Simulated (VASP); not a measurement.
# Mn (P6_3/mmc) in VASP: notebook

The runs below take Mn through single point, with LDA.

Everything below comes from runs of VASP 6.6.1. Logs are shortened: lines on timing, memory, paths and dates and some standing lists are left out, and cuts for length are marked.

### 1 The cell of the first run

It takes space group P6_3/mmc (No. 194, hexagonal). Conventional cell: a = 2.528 Å, b = 2.528 Å, c = 8.140 Å, α = 90.00°, β = 90.00°, γ = 120.00°. Mn (site symmetry -3m) has 12 Mn at 2.50 to 2.53 Å within 3.3 Å. Within 3.3 Å of Mn (site symmetry -6m2) lie 12 Mn at 2.50 to 2.53 Å.

### 2 Single point, LDA (volume scaled by 1.12)

INCAR reads:

```
SYSTEM = Mn
ALGO     = Normal         ! electronic algorithm
EDIFF    = 1E-7           ! SCF threshold, eV
ENCUT    = 520            ! plane-wave cutoff, eV
ISIF     = 2              ! what is computed and relaxed
ISMEAR   = -1             ! smearing method
LASPH    = .TRUE.         ! aspherical terms in the spheres
LCHARG   = .TRUE.         ! write CHGCAR
LELF     = .TRUE.         ! ELF
LREAL    = .FALSE.        ! projectors in reciprocal space
LVHAR    = .TRUE.       
LWAVE    = .FALSE.        ! write WAVECAR
NBANDS   = 34             ! bands
NELM     = 80             ! most SCF steps
PREC     = Accurate       ! precision mode
SIGMA    = 0.1            ! smearing width, eV
```

KPOINTS reads:

```
k-points
0
G
  17 17 5
  0 0 0
```

POSCAR reads:

```
Mn
1.0
    2.5277110746      0.0000000000      0.0000000000
   -1.2638555373      2.1890620041      0.0000000000
    0.0000000000      0.0000000000      8.1395216225
Mn
4
Direct
    1.0000000000      0.0000000000      1.0000000000
    1.0000000000      1.0000000000      0.5000000000
    0.3333333333      0.6666666667      0.2500000000
    0.6666666667      0.3333333333      0.7500000000
```

Potentials or basis: VASP PAW LDA potentials, release 64 (Mn_pv).

Run with:

```
> cat potpaw_LDA.64/Mn_pv/POTCAR > POTCAR
> mpirun -np 1 vasp_std > vasp.out
```

OUTCAR:

```text
SYSTEM = Mn
   EDIFF = 1E-7
   ENCUT = 520
   ISIF = 2
   ISMEAR = -1
   LASPH = .TRUE.
   LREAL = .FALSE.
   NELM = 80
   PREC = Accurate

 ion  position               nearest neighbor table
   1  0.000  0.000  0.000-   3 2.50   4 2.50   4 2.50   3 2.50   4 2.50   3 2.50
   2  0.000  0.000  0.500-   3 2.50   4 2.50   4 2.50   3 2.50   4 2.50   3 2.50
   3  0.333  0.667  0.250-   1 2.50   2 2.50   1 2.50   2 2.50   1 2.50   2 2.50
   4  0.667  0.333  0.750-   1 2.50   2 2.50   1 2.50   2 2.50   1 2.50   2 2.50

  LATTYP: Found a hexagonal cell.
 ALAT       =     2.5277110746
 C/A-ratio  =     3.2201155046

  Lattice vectors:

 A1 = (   2.5277110746,   0.0000000000,   0.0000000000)
 A2 = (  -1.2638555373,   2.1890620041,   0.0000000000)
 A3 = (   0.0000000000,   0.0000000000,   8.1395216225)

Analysis of symmetry for initial positions (statically):
=====================================================================
 Subroutine PRICEL returns:
 Original cell was already a primitive cell.

 Routine SETGRP: Setting up the symmetry group for a
 hexagonal supercell.

 Subroutine GETGRP returns: Found 24 space group operations
 (whereof 12 operations were pure point group operations)
 out of a pool of 24 trial point group operations.

The static configuration has the point symmetry D_3d.
 The point group associated with its full space group is D_6h.

Analysis of symmetry for dynamics (positions and initial velocities):
=====================================================================
 Subroutine PRICEL returns:
 Original cell was already a primitive cell.

 Routine SETGRP: Setting up the symmetry group for a
 hexagonal supercell.

 Subroutine GETGRP returns: Found 24 space group operations
 (whereof 12 operations were pure point group operations)
 out of a pool of 24 trial point group operations.

The dynamic configuration has the point symmetry D_3d.
 The point group associated with its full space group is D_6h.

 Subroutine INISYM returns: Found 24 space group operations
 (whereof 12 operations are pure point group operations),
 and found     1 'primitive' translations

----------------------------------------------------------------------------------------

                                     Primitive cell

  volume of cell :      45.0385

[... 84 lines left out ...]
   ISTART =      0    job   : 0-new  1-cont  2-samecut
   ICHARG =      2    charge: 1-file 2-atom 10-const
   ISPIN  =      1    spin polarized calculation?
   LNONCOLLINEAR =      F non collinear calculations
   LSORBIT =      F    spin-orbit coupling
   LASPH  =      T    aspherical Exc in radial PAW
   ENCUT  =  520.0 eV  38.22 Ry    6.18 a.u.   4.70  4.70 15.13*2*pi/ulx,y,z
   NELM   =     80;   NELMIN=  2; NELMDL= -5     # of ELM steps
   EDIFF  = 0.1E-06   stopping-criterion for ELM
   LREAL  =      F    real-space projection
   EDIFFG = 0.1E-05   stopping-criterion for IOM
   NSW    =      0    number of steps for IOM
   IBRION =     -1    ionic relax: 0-MD 1-quasi-New 2-CG
   NFREE  =      0    steps in history (QN), initial steepest desc. (CG)
   ISIF   =      2    stress and relaxation
   ISYM   =      2    0-nonsym 1-usesym 2-fastsym
   POTIM  = 0.5000    time-step for ionic-motion
   TEBEG  =    0.0;   TEEND  =   0.0 temperature during run
   PSTRESS=    0.0 pullay stress
   NELECT =      52.0000    total number of electrons
   NUPDOWN=      -1.0000    fix difference up-down
   EMIN   =  10.00;   EMAX   =-10.00  energy-range for DOS
   EFERMI =   0.00;   METHOD = LEGACY
   ISMEAR =    -1;   SIGMA  =   0.10  broadening in eV -4-tet -1-fermi 0-gaus
   EFERMI_NEDOS =   21; number of points for ismear=-14 and -15
   IALGO  =     38    algorithm
   IMIX   =      4    mixing-type and parameters
     AMIX     =   0.40;   BMIX     =  1.00
     AMIX_MAG =   1.60;   BMIX_MAG =  1.00
  volume/ion in A,a.u.               =      11.26        75.98
  Fermi-wavevector in a.u.,A,eV,Ry     =   1.717438  3.245488 40.131669  2.949594
  Thomas-Fermi vector in A             =   2.794438
   LORBIT       =      0    0 simple, 1 ext, 2 COOP (PROOUT), +10 PAW based schemes
   GGA     = CA    functional components
   LHFCALC =     F    Hartree Fock is set to
   AEXX    =    0.0000 exact exchange contribution
   IVDW    =     0    specifies the selected vdW correction
   LEPSILON=     F    determine dielectric tensor
   LRPA    =     F    only Hartree local field effects (RPA)
 non-spin polarized calculation
  energy-cutoff  :      520.00
  volume of cell :       45.04
 maximum number of plane-waves:      1231
 NGX is ok and might be reduce to    20
   NGX =  9   NGY =  9   NGZ = 31

 number of electron      52.0000016 magnetization

 Free energy of the ion-electron system (eV)
  ---------------------------------------------------
  ext. energy  EPLUGINS =         0.00000000
  ---------------------------------------------------
  free energy    TOTEN  =       -40.20307487 eV

  energy without entropy =      -40.01489712  energy(sigma->0) =      -40.10898599

 E-fermi :   9.5754     XC(G=0): -14.0856

 val. band max:        9.5742024786   @ k =   0.1765   0.1176   0.4000
 cond. band min:       9.5768260119   @ k =   0.2941   0.0000   0.0000
 fundamental gap:      0.0026235333
 Fermi energy:         9.5754288516

 k-point     1 :       0.0000    0.0000    0.0000
  band No.  band energies     occupation
      1     -38.2855      2.00000
      2     -37.9736      2.00000
      3     -37.9119      2.00000
      4     -37.6951      2.00000
      5     -37.6951      2.00000
      6     -37.6496      2.00000
[... 877 lines left out ...]
     33      11.1820      0.00000
     34      11.7305      0.00000

 [... further k-points ...]
[... 5 lines left out ...]
  --------------------------------------------------------------------------------------
  -------------------------------------------------------------------------------------
  Total       -8.0910460     -8.0910460     -8.1936670     -0.0000000     -0.0000000     -0.0000000
  in kB     -287.8265672   -287.8265672   -291.4771530     -0.0000000     -0.0000000     -0.0000000
  external PRESSURE =    -289.0434291 kB  Pullay stress =       0.0000000 kB

 VOLUME and BASIS-vectors are now :
 -----------------------------------------------------------------------------
  energy-cutoff  :      520.00
  volume of cell :       45.04
      direct lattice vectors                 reciprocal lattice vectors
     2.527711075  0.000000000  0.000000000     0.395614835  0.228408332  0.000000000
    -1.263855537  2.189062004  0.000000000     0.000000000  0.456816663  0.000000000
     0.000000000  0.000000000  8.139521623     0.000000000  0.000000000  0.122857343

 POSITION                                       TOTAL-FORCE (eV/Angst)
 -----------------------------------------------------------------------------------
      0.00000      0.00000      0.00000        -0.000000      0.000000      0.000000
      0.00000      0.00000      4.06976        -0.000000      0.000000      0.000000
     -0.00000      1.45937      2.03488         0.000000      0.000000     -0.000000
      1.26386      0.72969      6.10464        -0.000000      0.000000      0.000000
 -----------------------------------------------------------------------------------
    total drift:                                0.000000     -0.000000      0.000000

  FREE ENERGIE OF THE ION-ELECTRON SYSTEM (eV)
  ---------------------------------------------------
  free  energy   TOTEN  =       -40.2030748657 eV

  energy  without entropy=      -40.0148971197  energy(sigma->0) =      -40.10898599
```

stdout:

```text
POSCAR found type information on POSCAR Mn
 POSCAR found :  1 types and       4 ions
 scaLAPACK will be used
 LDA part: xc-table for (Slater(with rela. corr.)+CA(PZ))
 , standard interpolation
 POSCAR, INCAR and KPOINTS ok, starting setup
 FFT: planning ... GRIDC
 FFT: planning ... GRID_SOFT
 FFT: planning ... GRID
 WAVECAR not read
 entering main loop
```

Wall time 94 s (1 thread of Intel Xeon 6975P-C (Granite Rapids), shared host); peak memory 0.21 GiB.

What came out:

- Free energy: -40.2031 eV
- Pressure: -28.9 GPa
- Band gap on the k mesh: zero (band 26 reaches 10.76 eV, above the bottom of band 27 at 8.77 eV)

Stress tensor (GPa, compression positive):
```
-28.78   0.00   0.00
  0.00 -28.78   0.00
  0.00   0.00 -29.15
```

Levels at points of the mesh, in eV from the Fermi level:
```tsv
k point	band 24	band 25	band 26	band 27	band 28	band 29
(0.00, 0.00, 0.00)	-0.72	-0.72	-0.65	-0.65	0.21	0.21
```

Caveat: the run has no spin polarisation, though such a crystal can be magnetic. Spin polarisation is off, so any magnetic state and its effect on volume and gap are missing.

[end of part 1 of 4]
